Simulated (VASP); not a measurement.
Wanted: the native input for a VASP 6.6.1 run.

```yaml
Task: single point
Functional: PBE
Potentials_or_basis: VASP PAW PBE potentials, release 64 (Sn_d)
Cutoff: 520 eV
k_mesh: 14 × 14 × 14
Occupations: gaussian, width 0.1 eV
Spin: no spin polarisation
Dipole_correction: no
Further_INCAR_settings: ALGO = Normal; EDIFF = 1e-06; NBANDS = 13
```

The structure of Sn lies in POSCAR:

```
Sn
1.0
   -1.8541820563      1.8907298899      1.9114005413
    1.8061715792     -1.8820523846      1.8547125589
    1.8449740485      1.8728443768     -1.9027230359
Sn
1
Direct
    0.0000000000      0.0000000000      0.0000000000
```

This cell differs from its parent crystal: the cell strained at random.

These files were run (other wordings do the same):

INCAR

```
PREC = Accurate ; ENCUT = 520
EDIFF = 1E-6 ; ISMEAR = 0
SIGMA = 0.1 ; LREAL = False
LASPH = True ; NELM = 100
ALGO = Normal ; ISIF = 2
LWAVE = False ; LCHARG = False
GGA = PE ; NBANDS = 13
```

KPOINTS

```
regular mesh
0
Gamma
  14 14 14
```

Potentials or basis: VASP PAW PBE potentials, release 64 (Sn_d).

Run with:

```sh
$ cat potpaw_PBE.64/Sn_d/POTCAR > POTCAR
$ mpirun -np 1 vasp_std > vasp.out
```

Results of the run:

The pressure is 3.6 GPa and the band gap on the k mesh is zero (bands 7 and 8 overlap by 10.73 eV).

Caveat: the cell differs from its parent crystal (the cell strained at random); the cell stands under pressure; spin-orbit coupling is left out, which moves the levels of the heavy elements.

Wall time 2.4 min on 1 thread of AMD EPYC 9R45 (Zen 5), on a shared host, peak memory 0.46 GiB.
